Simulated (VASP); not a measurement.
# Be3H (Cm) in VASP: notebook, part 2 of 2

VASP 6.6.1. The steps go on from the part before.

**3. Single point, PBE**

This run uses another cell than the first one, of 7.59 Å³/atom.

INCAR reads:

```
PREC = Accurate ; ENCUT = 520
EDIFF = 1E-7 ; ISMEAR = 0
SIGMA = 0.1 ; LREAL = F
LASPH = T ; NELM = 100
ALGO = Normal ; ISIF = 2
LWAVE = F ; LCHARG = F
GGA = PE ; NBANDS = 17
```

KPOINTS reads:

```
Automatic mesh
0
Gamma
  10 10 8
```

POSCAR reads:

```
Be3H
1.0
    2.3569827188     -2.9186743834      0.0071752693
    2.3569827188      2.9186743834      0.0071752693
   -0.5247685882      0.0000000000      4.4130408579
Be H
6 2
Direct
    0.0022869622      0.6138328982      0.3163774297
    0.9389462595      0.3958293813      0.7813597112
    0.6138328982      0.0022869622      0.3163774297
    0.3958293813      0.9389462595      0.7813597112
    0.4543371965      0.4543371965      0.0381118246
    0.4726751200      0.4726751200      0.5354444467
    0.9914514073      0.9914514073      0.3050685343
    0.1306326624      0.1306326624      0.9258898857
```

Potentials or basis: VASP PAW PBE potentials, release 64 (Be, H).

Command:

```console
cat potpaw_PBE.64/Be/POTCAR potpaw_PBE.64/H/POTCAR > POTCAR
mpirun -np 1 vasp_std > vasp.out
```

OUTCAR:

```text
PREC = Accurate
   ENCUT = 520
   EDIFF = 1E-7
   ISMEAR = 0
   LREAL = F
   LASPH = T
   NELM = 100
   ISIF = 2
   GGA = PE

 ion  position               nearest neighbor table
   1  0.002  0.614  0.316-   7 1.43   6 2.14   6 2.26   5 2.26   3 2.27   2 2.29   5 2.32
   2  0.939  0.396  0.781-   8 1.50   6 2.08   5 2.13   5 2.26   1 2.29   6 2.32   4 2.37   4 2.37

   3  0.614  0.002  0.316-   7 1.43   6 2.14   6 2.26   5 2.26   1 2.27   4 2.29   5 2.32
   4  0.396  0.939  0.781-   8 1.50   6 2.08   5 2.13   5 2.26   3 2.29   6 2.32   2 2.37   2 2.37

   5  0.454  0.454  0.038-   8 1.55   4 2.13   2 2.13   6 2.20   6 2.25   4 2.26   2 2.26   3 2.26
                             1 2.26   1 2.32   3 2.32
[... 699 lines left out ...]
  in kB        0.4289774      0.9279225      0.6200945      0.0000000      0.0000000     -0.1412752
  external PRESSURE =       0.6589982 kB  Pullay stress =       0.0000000 kB

 VOLUME and BASIS-vectors are now :
 -----------------------------------------------------------------------------
  energy-cutoff  :      520.00
  volume of cell :       60.74
      direct lattice vectors                 reciprocal lattice vectors
     2.356982719 -2.918674383  0.007175269     0.212058858 -0.171310648  0.025216587
     2.356982719  2.918674383  0.007175269     0.212058858  0.171310648  0.025216587
    -0.524768588  0.000000000  4.413040858    -0.000689583  0.000000000  0.226519119

 POSITION                                       TOTAL-FORCE (eV/Angst)
 -----------------------------------------------------------------------------------
      1.28616      1.78490      1.40061        -0.002212     -0.009490      0.000154
      2.73601     -1.58518      3.45775        -0.001296      0.003618     -0.003082
      1.28616     -1.78490      1.40061        -0.002212      0.009490      0.000154
      2.73601      1.58518      3.45775        -0.001296     -0.003618     -0.003082
      2.12173      0.00000      0.17471         0.008796      0.000000      0.004859
      1.94719      0.00000      2.36972        -0.002807      0.000000     -0.001897
      4.51358      0.00000      1.36051         0.005834      0.000000      0.003719
      0.12992      0.00000      4.08786        -0.004806      0.000000     -0.000825
 -----------------------------------------------------------------------------------
    total drift:                                0.000069     -0.000000      0.000027

  FREE ENERGIE OF THE ION-ELECTRON SYSTEM (eV)
  ---------------------------------------------------
  free  energy   TOTEN  =       -27.3476205527 eV

  energy  without entropy=      -27.3441918619  energy(sigma->0) =      -27.34590621
```

OSZICAR:

```text
N       E                     dE             d eps       ncg     rms          rms(c)
DAV:   1     0.496902064246E+01    0.49690E+01   -0.53682E+03  7718   0.690E+02
DAV:   2    -0.269402019538E+02   -0.31909E+02   -0.29419E+02 10171   0.125E+02
DAV:   3    -0.280937143391E+02   -0.11535E+01   -0.11387E+01 11125   0.194E+01
DAV:   4    -0.280999064315E+02   -0.61921E-02   -0.61866E-02  9543   0.160E+00
DAV:   5    -0.280999435941E+02   -0.37163E-04   -0.37156E-04 11101   0.115E-01    0.448E+00
DAV:   6    -0.275401036666E+02    0.55984E+00   -0.30138E-01  9747   0.276E+00    0.249E+00
DAV:   7    -0.273495504442E+02    0.19055E+00   -0.29722E-01 10404   0.287E+00    0.396E-01
DAV:   8    -0.273476580709E+02    0.18924E-02   -0.20063E-02  9593   0.864E-01    0.135E-01
DAV:   9    -0.273476071125E+02    0.50958E-04   -0.90231E-04 11037   0.183E-01    0.314E-02
DAV:  10    -0.273476144073E+02   -0.72949E-05   -0.72494E-05  9650   0.469E-02    0.128E-02
DAV:  11    -0.273476201332E+02   -0.57259E-05   -0.68044E-06 10242   0.156E-02    0.262E-03
DAV:  12    -0.273476204280E+02   -0.29473E-06   -0.40023E-07 10030   0.384E-03    0.926E-04
DAV:  13    -0.273476205441E+02   -0.11618E-06   -0.89759E-08  5116   0.190E-03    0.249E-04
DAV:  14    -0.273476205527E+02   -0.86022E-08   -0.58699E-09  4561   0.537E-04
   1 F= -.27347621E+02 E0= -.27345906E+02  d E =-.342869E-02
```

Wall time 1.7 min (1 thread of Intel Xeon Platinum 8488C (Sapphire Rapids), shared host); peak memory 0.3 GiB.

What came out:

| Quantity | Value |
| --- | --- |
| Free energy | -27.3476 eV |
| Pressure | 0.1 GPa |
| Largest force | 0.010 eV/Å |
| Band gap on the k mesh | zero (bands 7 and 8 overlap by 2.90 eV) |

Forces on the atoms (eV/Å):
```
Be  -0.002 -0.009  0.000
Be  -0.001  0.004 -0.003
Be  -0.002  0.009  0.000
Be  -0.001 -0.004 -0.003
Be   0.009  0.000  0.005
Be  -0.003  0.000 -0.002
H    0.006  0.000  0.004
H   -0.005  0.000 -0.001
```

**4. Relaxation of cell and atoms, PBE**

INCAR reads:

```
PREC     = Accurate       # precision mode
ENCUT    = 600            # plane-wave cutoff, eV
EDIFF    = 1E-7           # SCF threshold, eV
ISMEAR   = 0              # smearing method
SIGMA    = 0.1            # smearing width, eV
LREAL    = F              # projectors in reciprocal space
LASPH    = T              # aspherical terms in the spheres
NELM     = 60             # most SCF steps
ALGO     = Normal         # electronic algorithm
ISIF     = 3              # what is computed and relaxed
LWAVE    = F              # write WAVECAR
LCHARG   = F              # write CHGCAR
GGA      = PE             # functional
IBRION   = 2              # ionic algorithm
NSW      = 100            # ionic steps
EDIFFG   = -0.01          # ionic threshold
```

KPOINTS is that of step 3.

POSCAR reads:

```
Be3H
1.0
    2.3526582115     -2.9250676009      0.0000000000
    2.3526582115      2.9250676009      0.0000000000
   -0.5372009963      0.0000000000      4.4001605339
Be H
6 2
Direct
    0.0035086944      0.6162937680      0.3154480017
    0.9356178555      0.3954773195      0.7814915639
    0.6162937680      0.0035086944      0.3154480017
    0.3954773195      0.9356178555      0.7814915639
    0.4534248236      0.4534248236      0.0367004007
    0.4706369095      0.4706369095      0.5330041991
    0.9975921097      0.9975921097      0.3158745488
    0.1274404073      0.1274404073      0.9205306931
```

Command:

```console
cat potpaw_PBE.64/Be/POTCAR potpaw_PBE.64/H/POTCAR > POTCAR
mpirun -np 1 vasp_std > vasp.out
```

It took 8.2 min on 1 thread of Intel Xeon Platinum 8488C (Sapphire Rapids), shared host; peak memory 0.32 GiB.

It converged, with:

```yaml
Free_energy: -27.3488 eV
Relaxed_volume: 7.60 Å³/atom
Relaxed_cell: a = 3.752 Å, b = 3.752 Å, c = 4.446 Å, α = 94.15°, β = 94.15°, γ = 102.14°
Space_group_after_relaxing_to_0.1_Å: Cm (No. 8)
Energy_gained_by_relaxing: 0.3 meV/atom
Ionic_steps: 11
Pressure_after_relaxing: 0.0 GPa
Largest_force_after_relaxing: 0.008 eV/Å
Band_gap_on_the_k_mesh: zero (bands 7 and 8 overlap by 2.91 eV)
```

Forces in eV/Å, atoms in the order of the input:
```
Be  -0.001  0.001  0.005
Be  -0.007 -0.003 -0.001
Be  -0.001 -0.001  0.005
Be  -0.007  0.003 -0.001
Be   0.006  0.000  0.002
Be   0.002  0.000  0.003
H    0.003  0.000 -0.007
H    0.004  0.000 -0.006
```

Step by step:
```tsv
step	energy change (eV)	largest force (eV/Å)	pressure (GPa)	volume (Å³)
1	0.0000	0.0378	0.19	60.56
2	-0.0006	0.0377	0.07	60.64
3	-0.0010	0.0378	-0.18	60.80
4	-0.0010	0.0378	-0.14	60.77
5	-0.0013	0.0359	-0.05	60.74
6	-0.0015	0.0330	0.09	60.68
7	-0.0018	0.0315	0.05	60.71
8	-0.0020	0.0320	-0.03	60.75
9	-0.0022	0.0206	-0.01	60.77
10	-0.0023	0.0135	0.01	60.79
11	-0.0024	0.0077	0.00	60.80
```

Final structure:
```
CELL_PARAMETERS angstrom
2.35790 -2.91884 0.00690
2.35790 2.91884 0.00690
-0.52547 0.00000 4.41522
ATOMIC_POSITIONS crystal
Be 0.00207 0.61362 0.31591
Be 0.93891 0.39690 0.78138
Be 0.61362 0.00207 0.31591
Be 0.39690 0.93891 0.78138
Be 0.45408 0.45408 0.03791
Be 0.47213 0.47213 0.53496
H 0.99205 0.99205 0.30727
H 0.13024 0.13024 0.92527
```

Levels at points of the mesh, in eV from the Fermi level:
```csv
k point,band 3,band 4,band 5,band 6,band 7,band 8,band 9,band 10,band 11,band 12
"(0.00, 0.00, 0.00)",-4.68,-3.22,-3.21,-2.22,-0.12,1.05,2.27,3.17,3.83,4.21
"(0.50, 0.00, 0.00)",-5.01,-3.77,-3.53,-2.18,-0.93,0.30,1.55,2.76,4.73,5.84
"(0.50, 0.50, 0.00)",-6.13,-5.87,-3.35,-2.80,-2.48,0.97,1.77,2.04,2.89,4.79
"(0.00, 0.00, 0.50)",-3.90,-2.23,-1.96,-1.57,-0.69,1.27,1.57,2.43,2.50,4.46
"(0.50, 0.00, 0.50)",-6.89,-6.09,-2.61,-1.84,0.96,1.12,1.82,3.34,4.60,5.78
"(0.50, 0.50, 0.50)",-5.47,-5.12,-5.03,-4.59,-3.06,-1.95,5.93,6.76,6.84,7.99
```

**5. The runs side by side**

```tsv
task	cell	k mesh	cutoff (eV)	gap on the mesh (eV)	pressure (GPa)	largest force (eV/Å)
single point	a = 3.754, b = 3.754, c = 4.433 Å, angles 94.4, 94.4, 102.4°, 8 atoms, atomic positions A	8 × 8 × 4	520	none	0.1	0.02
single point	a = 3.752, b = 3.752, c = 4.444 Å, angles 94.1, 94.1, 102.2°, 8 atoms, atomic positions B	10 × 10 × 8	520	none	0.1	0.01
relaxation of cell and atoms	relaxed from a = 3.754, b = 3.754, c = 4.433 Å, angles 94.4, 94.4, 102.4°, 8 atoms, atomic positions A	10 × 10 × 8	600	none	0.0	0.01
```

Alike in all rows: level PBE; potentials or basis VASP PAW PBE potentials, release 64 (Be, H); no spin polarisation; smearing gaussian 0.1 eV.

Absolute energies hang on the potentials; compare differences alone.
